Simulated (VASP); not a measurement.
Crystal: Pd.

```
CELL_PARAMETERS angstrom
0.00000 1.92028 1.92028
1.92028 0.00000 1.92028
1.92028 1.92028 0.00000
ATOMIC_POSITIONS crystal
Pd 0.00000 0.00000 0.00000
```

Base run:

- Program: VASP 6.6.1
- Functional: LDA
- Potentials or basis: VASP PAW LDA potentials, release 64 (Pd)
- Cutoff: 520 eV
- k mesh: 9 × 9 × 9
- Occupations: fermi-dirac, width 0.05 eV
- Spin: collinear spin, ferromagnetic start
- Starting moments: [0.5] μB

Its results: pressure -0.2 GPa; net moment 0.00 μB per cell.

Problem. The run is repeated on the same cell with these changes: k mesh from 9 × 9 × 9 to 2 × 2 × 2. What comes out?

Solution. Pressure 64.4 GPa; net moment 1.25 μB per cell; site moments Pd +1.16 μB.

Caveats: some runs use coarse meshes.
